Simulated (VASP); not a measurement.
C, 8 atoms in the cell. It takes space group Fd-3m (No. 227, cubic). The conventional cell has a = 3.567 Å, b = 3.567 Å, c = 3.567 Å, α = 90.00°, β = 90.00°, γ = 90.00°. Within 2.1 Å of C (site symmetry -43m) lie 4 C at 1.54 Å. 

| Property | Result |
| --- | --- |
| Program | VASP 6.6.1 |
| Task | single point |
| Functional | r2SCAN |
| Potentials or basis | VASP PAW PBE potentials, release 64 (C) |
| Cutoff | 520 eV |
| k mesh | 6 × 6 × 6 |
| Occupations | gaussian, width 0.05 eV |
| Spin | no spin polarisation |
| Dipole correction | no |
| Further INCAR settings | ALGO = Normal; EDIFF = 1e-06; NBANDS = 26 |

Potentials or basis: VASP PAW PBE potentials, release 64 (C).

The run is started by

```sh
$ cat potpaw_PBE.64/C/POTCAR > POTCAR
$ cp INCAR.step1 INCAR
$ mpirun -np 1 vasp_std > vasp.out
$ cp INCAR.step2 INCAR
$ mpirun -np 1 vasp_std > vasp.out
```

Hardware: 1 thread of AMD EPYC 7R43 64-Core Processor (Zen 3), on a shared host.

**Question.** How long does it take, and how much memory?

**Answer.** Wall time 81 s on 1 thread of AMD EPYC 7R43 64-Core Processor (Zen 3), with other jobs on the host, peak memory 0.12 GiB. Counts: k points 20.
